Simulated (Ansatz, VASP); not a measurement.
**Two plane-wave programs on Sc**

```
Sc
1.0
     0.00000    2.24019    2.24019
     2.24019    0.00000    2.24019
     2.24019    2.24019    0.00000
Sc
1
Cartesian
  0.0000 0.0000 0.0000
```

Alike in both runs: task single point; functional LDA; k mesh 20 × 20 × 20; occupations fermi-dirac, width 0.1 eV; no spin polarisation.

|  | VASP | Ansatz |
| --- | --- | --- |
| version | VASP 6.6.1 | Ansatz 0.2.0 |
| potentials or method | VASP PAW LDA potentials, release 64 (Sc_sv), cutoff 520 eV | plane waves (420 eV) with PAW, scalar-relativistic |
| valence electrons in the cell | 11 | 11 |

```csv
,VASP,Ansatz,Ansatz less VASP
pressure (GPa),0.0,-0.1,-0.07
```

Ansatz warns that its potentials were made for another functional, while VASP's fit it. LDA's correlation is that of Perdew and Zunger in VASP and of Perdew and Wang (1992) in Ansatz.
